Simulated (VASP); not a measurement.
# Sb in VASP: notebook, part 2 of 2

VASP 6.6.1. The steps go on from the part before.

## 3. Single point, PBE (uniaxial y strain -3.0%)

INCAR

```
PREC     = Accurate       # precision mode
ENCUT    = 520            # plane-wave cutoff, eV
EDIFF    = 1E-6           # SCF threshold, eV
ISMEAR   = -1             # smearing method
SIGMA    = 0.02           # smearing width, eV
LREAL    = F              # projectors in reciprocal space
LASPH    = T              # aspherical terms in the spheres
NELM     = 100            # most SCF steps
ALGO     = Normal         # electronic algorithm
ISIF     = 2              # what is computed and relaxed
LWAVE    = F              # write WAVECAR
LCHARG   = T              # write CHGCAR
LDIPOL   = T            
IDIPOL   = 3            
DIPOL    = 0.5 0.5 0.345
GGA      = PE             # functional
LELF     = T              # ELF
LVHAR    = T            
LVACPOTAV= T            
NBANDS   = 12             # bands
```

KPOINTS

```
Automatic mesh
0
Gamma
  12 12 1
```

POSCAR

```
Sb
1.0
    4.1051829901      0.0000000000      0.0000000000
   -2.0525914950      3.4485369739      0.0000000000
    0.0000000000      0.0000000000     26.8552477996
Sb
2
Direct
    0.3318483307      0.6636966613      0.3145893443
    0.6681516693      0.3363033387      0.3753176727
```

Potentials or basis: VASP PAW PBE potentials, release 64 (Sb).

On the command line:

```console
$ cat potpaw_PBE.64/Sb/POTCAR > POTCAR
$ mpirun -np 1 vasp_std > vasp.out
```

OUTCAR:

```text
PREC = Accurate
   ENCUT = 520
   EDIFF = 1E-6
   ISMEAR = -1
   LREAL = F
   LASPH = T
   NELM = 100
   ISIF = 2
   GGA = PE

 ion  position               nearest neighbor table
   1  0.332  0.664  0.315-   2 2.84   2 2.85   2 2.85
   2  0.668  0.336  0.375-   1 2.84   1 2.85   1 2.85

  Warning from LATTYP: Monoclinic adjustment (A1->A3, A2->A1, A3->A2)!
  LATTYP: Found a base centered orthorhombic cell.
 ALAT       =     4.1051829901
 B/A-ratio  =     1.6800892833
 C/A-ratio  =     6.5417906740

  Lattice vectors:

 A1 = (   2.0525914950,  -3.4485369739,   0.0000000000)
 A2 = (   2.0525914951,   3.4485369739,   0.0000000000)
 A3 = (   0.0000000000,   0.0000000000,  26.8552477996)

Analysis of symmetry for initial positions (statically):
=====================================================================
 Subroutine PRICEL returns:
 Original cell was already a primitive cell.

 Routine SETGRP: Setting up the symmetry group for a
 base centered orthorhombic supercell.

 Subroutine GETGRP returns: Found  4 space group operations
 (whereof  2 operations were pure point group operations)
 out of a pool of  8 trial point group operations.

The static configuration has the point symmetry C_1h.
 The point group associated with its full space group is C_2h.

Analysis of symmetry for dynamics (positions and initial velocities):
=====================================================================
 Subroutine PRICEL returns:
 Original cell was already a primitive cell.

 Routine SETGRP: Setting up the symmetry group for a
 base centered orthorhombic supercell.

 Subroutine GETGRP returns: Found  4 space group operations
 (whereof  2 operations were pure point group operations)
 out of a pool of  8 trial point group operations.

The dynamic configuration has the point symmetry C_1h.
 The point group associated with its full space group is C_2h.

 Subroutine INISYM returns: Found  4 space group operations
 (whereof  2 operations are pure point group operations),
 and found     1 'primitive' translations

----------------------------------------------------------------------------------------

                                     Primitive cell

  volume of cell :     380.1864

  direct lattice vectors                    reciprocal lattice vectors
     4.105182990  0.000000000  0.000000000     0.243594501  0.144989021  0.000000000
    -2.052591495  3.448536974  0.000000000     0.000000000  0.289978042  0.000000000
     0.000000000  0.000000000 26.855247800     0.000000000  0.000000000  0.037236670

  length of vectors
     4.105182990  4.013170705 26.855247800     0.283478565  0.289978042  0.037236670

  position of ions in fractional coordinates (direct lattice)
     0.331848331  0.663696661  0.314589344
     0.668151669  0.336303339  0.375317673

  ion indices of the primitive-cell ions
   primitive index   ion index
                 1           1
                 2           2

----------------------------------------------------------------------------------------

 KPOINTS: Automatic mesh

Automatic generation of k-mesh.
 Grid dimensions read from file:
 generate k-points for:   12   12    1

 Generating k-lattice:
[... 41 lines left out ...]
  0.333333  0.166667  0.000000      4.000000
  0.416667  0.166667  0.000000      4.000000
 [... further k-points ...]
   k-points           NKPTS =     43   k-points in BZ     NKDIM =     43   number of bands    NBANDS=     12
   number of dos      NEDOS =    301   number of ions     NIONS =      2
   total plane-waves  NPLWV = 192000
   dimension x,y,z NGX =    32 NGY =   30 NGZ =  200
   dimension x,y,z NGXF=    64 NGYF=   60 NGZF=  400
   ions per type =               2
   NGX,Y,Z   is equivalent  to a cutoff of  12.96, 12.43, 12.38 a.u.
   NGXF,Y,Z  is equivalent  to a cutoff of  25.92, 24.86, 24.76 a.u.
 SYSTEM =  unknown system
   PREC   = accura    normal or accurate (medium, high low for compatibility)
   ISTART =      0    job   : 0-new  1-cont  2-samecut
   ICHARG =      2    charge: 1-file 2-atom 10-const
   ISPIN  =      1    spin polarized calculation?
   LNONCOLLINEAR =      F non collinear calculations
   LSORBIT =      F    spin-orbit coupling
   LASPH  =      T    aspherical Exc in radial PAW
   ENCUT  =  520.0 eV  38.22 Ry    6.18 a.u.   7.63  7.46 49.93*2*pi/ulx,y,z
   NELM   =    100;   NELMIN=  2; NELMDL= -5     # of ELM steps
   EDIFF  = 0.1E-05   stopping-criterion for ELM
   LREAL  =      F    real-space projection
[... 7 lines left out ...]
   TEBEG  =    0.0;   TEEND  =   0.0 temperature during run
   PSTRESS=    0.0 pullay stress
   NELECT =      10.0000    total number of electrons
   NUPDOWN=      -1.0000    fix difference up-down
   EMIN   =  10.00;   EMAX   =-10.00  energy-range for DOS
   EFERMI =   0.00;   METHOD = LEGACY
   ISMEAR =    -1;   SIGMA  =   0.02  broadening in eV -4-tet -1-fermi 0-gaus
   EFERMI_NEDOS =   21; number of points for ismear=-14 and -15
   IALGO  =     38    algorithm
   IMIX   =      4    mixing-type and parameters
     AMIX     =   0.40;   BMIX     =  1.00
     AMIX_MAG =   1.60;   BMIX_MAG =  1.00
  volume/ion in A,a.u.               =     190.09      1282.81
  Fermi-wavevector in a.u.,A,eV,Ry     =   0.486866  0.920043  3.225103  0.237038
  Thomas-Fermi vector in A             =   1.487848
   LORBIT       =      0    0 simple, 1 ext, 2 COOP (PROOUT), +10 PAW based schemes
   GGA     = PE    functional components
   LHFCALC =     F    Hartree Fock is set to
   AEXX    =    0.0000 exact exchange contribution
   IVDW    =     0    specifies the selected vdW correction
   LEPSILON=     F    determine dielectric tensor
   LRPA    =     F    only Hartree local field effects (RPA)
 non-spin polarized calculation
  energy-cutoff  :      520.00
  volume of cell :      380.19
 maximum number of plane-waves:     10301
   NGX = 15   NGY = 15   NGZ = 99

 dipolmoment           0.000000      0.000000      0.000001 electrons x Angstroem

 number of electron      10.0000000 magnetization

 dipolmoment           0.000000      0.000000     -0.000000 electrons x Angstroem

 Free energy of the ion-electron system (eV)
  ---------------------------------------------------
  ext. energy  EPLUGINS =         0.00000000
  ---------------------------------------------------
  free energy    TOTEN  =        -8.08073612 eV

  energy without entropy =       -8.08073612  energy(sigma->0) =       -8.08073612

 E-fermi :  -2.4554     XC(G=0):  -2.0375

 val. band max:       -2.8309341129   @ k =   0.0000   0.0000   0.0000
 cond. band min:      -1.8763982214   @ k =   0.0000   0.3333   0.0000
 fundamental gap:      0.9545358915
 Fermi energy:        -2.4553904589

 k-point     1 :       0.0000    0.0000    0.0000
  band No.  band energies     occupation
      1     -14.5755      2.00000
      2      -9.3470      2.00000
      3      -3.7043      2.00000
      4      -3.0716      2.00000
      5      -2.8309      2.00000
      6      -1.2798      0.00000
      7      -0.1671      0.00000
      8       0.0076      0.00000
      9       1.2499      0.00000
     10       1.5380      0.00000
     11       1.9873      0.00000
     12       2.2746      0.00000
[... 331 lines left out ...]
 k-point    24 :       0.4167    0.1667    0.0000
  band No.  band energies     occupation
      1     -12.3238      2.00000
      2     -10.9864      2.00000
      3      -6.2377      2.00000
      4      -5.1882      2.00000
      5      -4.5496      2.00000
      6      -0.9562      0.00000
      7       0.1294      0.00000
      8       0.3156      0.00000
      9       2.4990      0.00000
     10       4.1518      0.00000
     11       4.3309      0.00000
     12       4.4948      0.00000

 [... further k-points ...]

------------------------ aborting loop because EDIFF is reached ----------------------------------------

 vacuum level on the upper side and lower side of the slab       (xc-potential included)        -0.126        -0.126

  FORCE on cell =-STRESS in cart. coord.  units (eV):
  Direction    XX          YY          ZZ          XY          YZ          ZX
  --------------------------------------------------------------------------------------
  -------------------------------------------------------------------------------------
  Total        0.6226187      1.3565218      0.6441363      0.0000000      0.0241184      0.0000000
  in kB        2.6238331      5.7166394      2.7145123      0.0000000      0.1016394      0.0000000
  external PRESSURE =       3.6849949 kB  Pullay stress =       0.0000000 kB

 VOLUME and BASIS-vectors are now :
 -----------------------------------------------------------------------------
  energy-cutoff  :      520.00
  volume of cell :      380.19
      direct lattice vectors                 reciprocal lattice vectors
     4.105182990  0.000000000  0.000000000     0.243594501  0.144989021  0.000000000
    -2.052591495  3.448536974  0.000000000     0.000000000  0.289978042  0.000000000
     0.000000000  0.000000000 26.855247800     0.000000000  0.000000000  0.037236670

 POSITION                                       TOTAL-FORCE (eV/Angst)
 -----------------------------------------------------------------------------------
      0.00000      2.28878      8.44837        -0.000000     -0.014826     -0.396369
      2.05259      1.15975     10.07925         0.000000      0.014826      0.396369
 -----------------------------------------------------------------------------------
    total drift:                               -0.000000      0.000000     -0.000001

  FREE ENERGIE OF THE ION-ELECTRON SYSTEM (eV)
  ---------------------------------------------------
  free  energy   TOTEN  =        -8.0807361157 eV

  energy  without entropy=       -8.0807361157  energy(sigma->0) =       -8.08073612

 vacuum level on the upper side and lower side of the slab         1.815         1.815
```

Wall time 2.6 min (1 thread of AMD EPYC 9R45 (Zen 5), shared host); peak memory 0.51 GiB.

Results:

```
Free energy                            : -8.0807 eV
Largest force                          : 0.397 eV/Å
Band gap on the k mesh                 : 0.95 eV (least direct gap 1.55 eV)
Ionisation potential of the upper face : 4.65 eV
```

Forces in eV/Å, atoms in the order of the input:
```
Sb   0.000 -0.015 -0.396
Sb   0.000  0.015  0.396
```

Levels at points of the mesh, in eV from the valence-band top:
```csv
k point,band 1,band 2,band 3,band 4,band 5,band 6,band 7,band 8,band 9,band 10
"(0.00, 0.00, 0.00)",-11.74,-6.52,-0.87,-0.24,0.00,1.55,2.66,2.84,4.08,4.37
"(0.50, 0.00, 0.00)",-9.74,-8.05,-3.23,-1.78,-1.65,1.56,2.25,3.59,4.84,6.72
"(0.00, 0.50, 0.00)",-9.60,-8.01,-3.24,-1.98,-1.66,1.29,2.26,3.34,4.91,6.69
```

Caveat: the cell differs from its parent crystal (uniaxial y strain -3.0%); spin-orbit coupling is left out, which moves the levels of the heavy elements.

## 4. Single point, PBE (uniaxial x strain -1.5%)

INCAR

```
  PREC = Accurate
  ENCUT = 520
  EDIFF = 1E-7
  ISMEAR = -1
  SIGMA = 0.02
  LREAL = False
  LASPH = True
  NELM = 60
  ALGO = Normal
  ISIF = 2
  LWAVE = False
  LCHARG = False
  LDIPOL = True
  IDIPOL = 3
  DIPOL = 0.5 0.5 0.345
  GGA = PE
  NBANDS = 12
```

KPOINTS

```
regular mesh
0
Gamma
  12 12 1
```

POSCAR

```
Sb
1.0
    4.0436052452      0.0000000000      0.0000000000
   -2.0218026226      3.5551927566      0.0000000000
    0.0000000000      0.0000000000     26.8552477996
Sb
2
Direct
    0.3339665442      0.6679330883      0.3147753458
    0.6660334558      0.3320669117      0.3751316712
```

On the command line:

```console
$ cat potpaw_PBE.64/Sb/POTCAR > POTCAR
$ mpirun -np 1 vasp_std > vasp.out
```

Wall time 2.5 min (1 thread of AMD EPYC 9R45 (Zen 5), shared host); peak memory 0.48 GiB.

Results (log left out):

```
Free energy            : -8.0937 eV
Largest force          : 0.377 eV/Å
Band gap on the k mesh : 1.20 eV (least direct gap 1.58 eV)
```

Forces on the atoms (eV/Å):
```
Sb   0.000  0.011 -0.377
Sb   0.000 -0.011  0.377
```

Levels at points of the mesh, in eV from the valence-band top:
| k point | band 3 | band 4 | band 5 | band 6 | band 7 | band 8 |
| --- | --- | --- | --- | --- | --- | --- |
| (0.00, 0.00, 0.00) | -0.67 | -0.12 | 0.00 | 1.58 | 2.77 | 2.84 |
| (0.50, 0.00, 0.00) | -3.05 | -1.73 | -1.52 | 1.53 | 2.44 | 3.57 |
| (0.00, 0.50, 0.00) | -3.05 | -1.58 | -1.56 | 1.66 | 2.43 | 3.69 |

Caveat: the cell differs from its parent crystal (uniaxial x strain -1.5%); spin-orbit coupling is left out, which moves the levels of the heavy elements.

## 5. Single point, r2SCAN (uniaxial y strain -3.0%)

POSCAR

```
Sb
1.0
    4.1051829901      0.0000000000      0.0000000000
   -2.0525914950      3.4485369739      0.0000000000
    0.0000000000      0.0000000000     26.8552477996
Sb
2
Direct
    0.3318483307      0.6636966613      0.3145893443
    0.6681516693      0.3363033387      0.3753176727
```

INCAR.step1

```
ALGO     = Normal         # electronic algorithm
DIPOL    = 0.5 0.5 0.345
EDIFF    = 1E-4           # SCF threshold, eV
ENCUT    = 520            # plane-wave cutoff, eV
GGA      = PE             # functional
IDIPOL   = 3            
ISMEAR   = 0              # smearing method
LASPH    = True           # aspherical terms in the spheres
LCHARG   = False          # write CHGCAR
LDIPOL   = True         
LREAL    = False          # projectors in reciprocal space
LWAVE    = True           # write WAVECAR
NBANDS   = 12             # bands
NELM     = 60             # most SCF steps
PREC     = Accurate       # precision mode
SIGMA    = 0.01           # smearing width, eV
```

INCAR.step2

```
ALGO     = Normal         # electronic algorithm
DIPOL    = 0.5 0.5 0.345
EDIFF    = 1E-7           # SCF threshold, eV
ENCUT    = 520            # plane-wave cutoff, eV
IDIPOL   = 3            
ISIF     = 2              # what is computed and relaxed
ISMEAR   = 0              # smearing method
ISTART   = 1            
LASPH    = True           # aspherical terms in the spheres
LCHARG   = True           # write CHGCAR
LDIPOL   = True         
LELF     = True           # ELF
LMIXTAU  = True         
LREAL    = False          # projectors in reciprocal space
LVACPOTAV= True         
LVHAR    = True         
LWAVE    = False          # write WAVECAR
METAGGA  = R2SCAN         # meta-GGA
NBANDS   = 12             # bands
NELM     = 60             # most SCF steps
PREC     = Accurate       # precision mode
SIGMA    = 0.01           # smearing width, eV
```

KPOINTS

```
k-points
0
Gamma
  12 12 1
```

On the command line:

```console
$ cat potpaw_PBE.64/Sb/POTCAR > POTCAR
$ cp INCAR.step1 INCAR
$ mpirun -np 1 vasp_std > vasp.out
$ cp INCAR.step2 INCAR
$ mpirun -np 1 vasp_std > vasp.out
```

It took 11 min on 1 thread of AMD EPYC 9R45 (Zen 5), shared host; peak memory 0.56 GiB.

The run converged. Its results:

```yaml
Free_energy: -51.2146 eV
Largest_force: 0.130 eV/Å
Band_gap_on_the_k_mesh: 1.19 eV (least direct gap 1.95 eV)
Ionisation_potential_of_the_upper_face: 4.87 eV
```

Forces in eV/Å, atoms in the order of the input:
```
Sb   0.000 -0.004 -0.130
Sb   0.000  0.004  0.130
```

Levels at points of the mesh, in eV from the valence-band top:
```csv
k point,band 1,band 2,band 3,band 4,band 5,band 6,band 7,band 8,band 9,band 10
"(0.00, 0.00, 0.00)",-12.22,-6.67,-0.88,-0.25,0.00,1.95,2.85,3.03,4.68,4.85
"(0.50, 0.00, 0.00)",-10.09,-8.30,-3.33,-1.83,-1.71,1.84,2.51,3.84,5.33,7.48
"(0.00, 0.50, 0.00)",-9.94,-8.25,-3.33,-2.08,-1.69,1.55,2.51,3.59,5.41,7.44
```

Caveat: the cell differs from its parent crystal (uniaxial y strain -3.0%); the PAW data sets were made with another functional, which shifts forces and pressure a little; spin-orbit coupling is left out, which moves the levels of the heavy elements.

## 6. The runs side by side

| level | cell | smearing | gap on the mesh (eV) | largest force (eV/Å) |
| --- | --- | --- | --- | --- |
| r2SCAN | a = 4.105, b = 4.105, c = 26.855 Å, angles 90.0, 90.0, 120.0°, 2 atoms, atomic positions A | gaussian 0.01 eV | 1.62 | 0.12 |
| PBE | a = 4.105, b = 4.013, c = 26.855 Å, angles 90.0, 90.0, 120.8°, 2 atoms, atomic positions B | fermi-dirac 0.02 eV | 0.95 | 0.40 |
| PBE | a = 4.044, b = 4.090, c = 26.855 Å, angles 90.0, 90.0, 119.6°, 2 atoms, atomic positions C | fermi-dirac 0.02 eV | 1.20 | 0.38 |
| r2SCAN | a = 4.105, b = 4.013, c = 26.855 Å, angles 90.0, 90.0, 120.8°, 2 atoms, atomic positions B | gaussian 0.01 eV | 1.19 | 0.13 |

Alike in all rows: task single point; potentials or basis VASP PAW PBE potentials, release 64 (Sb); no spin polarisation; k mesh 12 × 12 × 1; cutoff (eV) 520.

Caveats: spin-orbit coupling is left out, which moves the levels of the heavy elements; the PAW data sets were made with another functional, which shifts forces and pressure a little (at least some runs).

Total energies depend on the potentials used, so only differences within one code and one set of settings carry meaning.
